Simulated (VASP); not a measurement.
ZrC:

```
Zr C
1.0
     0.00000    2.35021    2.35021
     2.35021    0.00000    2.35021
     2.35021    2.35021    0.00000
Zr C
1 1
Direct
  0.50000 0.50000 0.50000
  0.00000 0.00000 0.00000
```

Base run:

```yaml
Program: VASP 6.6.1
Functional: r2SCAN
Potentials_or_basis: VASP PAW PBE potentials, release 64 (Zr_sv, C)
Cutoff: 660 eV
k_mesh: 8 × 8 × 8
Occupations: gaussian, width 0.05 eV
Spin: no spin polarisation
```

Its results: band gap on the k mesh zero (bands 8 and 9 overlap by 1.33 eV); pressure 1.7 GPa.

Task: The run is repeated on the same cell with these changes: dispersion from none to D4. What comes out?

Result: Band gap on the k mesh zero (bands 8 and 9 overlap by 1.33 eV); pressure 0.5 GPa.

Dispersion adds attraction, which lowers the pressure at fixed volume and, as a term added to the energy, leaves the levels alone.

Caveats: the PAW data sets were made with another functional, which shifts forces and pressure a little.
